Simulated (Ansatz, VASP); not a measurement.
# One calculation of MnSn3, two programs

File INCAR:

```
SYSTEM = MnSn3
  PREC = Accurate
  ENCUT = 520
  EDIFF = 1E-7
  ISMEAR = 0
  SIGMA = 0.1
  LREAL = .FALSE.
  LASPH = .TRUE.
  NELM = 150
  ALGO = Normal
  ISIF = 2
  LWAVE = .FALSE.
  LCHARG = .TRUE.
  ISPIN = 2
  MAGMOM = 0 0 0 4
  LORBIT = 11
  LMAXMIX = 4
  GGA = PE
  LELF = .TRUE.
  LVHAR = .TRUE.
  NBANDS = 40
```

The input KPOINTS:

```
regular mesh
0
G
  10 10 10
  0 0 0
```

Contents of POSCAR:

```
MnSn3
1.0
    4.6027677977      0.0000000000      0.0000000000
    0.0000000000      4.6027677977      0.0000000000
    0.0000000000      0.0000000000      4.6027677977
Sn Mn
3 1
Direct
    0.0000000000      0.5000000000      0.5000000000
    0.5000000000      0.0000000000      0.5000000000
    0.5000000000      0.5000000000      0.0000000000
    0.0000000000      0.0000000000      0.0000000000
```

Input for Ansatz:

```yaml
crystal:
  lattice:
    - [4.6027677977, 0.0, 0.0]
    - [0.0, 4.6027677977, 0.0]
    - [0.0, 0.0, 4.6027677977]
  atoms:
    - { symbol: Sn, position: [0.0, 0.5, 0.5] }
    - { symbol: Sn, position: [0.5, 0.0, 0.5] }
    - { symbol: Sn, position: [0.5, 0.5, 0.0] }
    - { symbol: Mn, position: [0.0, 0.0, 0.0], spin: 4.0 }
basis:
  ecutwfc: 420
kpoints:
  mp_grid: { grid: [10, 10, 10] }
hamiltonian:
  xc: pbe
scf:
  occupations: { method: gaussian, width: 0.1 }
  lower_state_search: "off"
output:
  forces: true
  stress: true
  eigenvalues: true
  populations: true
  write_density: true
  write_potential: true
  elf: true
  volumetric_format: npy
magnetization:
  spin_polarized: true
```

Alike in both runs: task single point; functional PBE; k mesh 10 × 10 × 10; occupations gaussian, width 0.1 eV; collinear spin.

```csv
,VASP,Ansatz
version,VASP 6.6.1,Ansatz 0.2.0
potentials or method,"VASP PAW PBE potentials, release 64 (Sn_d, Mn_pv), cutoff 520 eV","scalar-relativistic, plane waves, PAW"
valence electrons in the cell,55,57
```

```csv
,VASP,Ansatz,Ansatz less VASP
gap on the k mesh at the Fermi level (eV),none,none,-
pressure (GPa),-0.1,0.0,+0.06
net moment per atom (μB),1.04,1.04,+0.001
size of the moment on the site where the two differ most (μB),4.00,4.21,+0.209
```

Site moments also hang on the region over which each program counts them. A gap of «none» marks a metal or a gap that the smearing closes. With one functional, cell and mesh, what is left measures potentials, basis and numerics. VASP's potentials hold 55 valence electrons a cell and Ansatz's 57, so a difference there can come from the potentials and not from the codes.
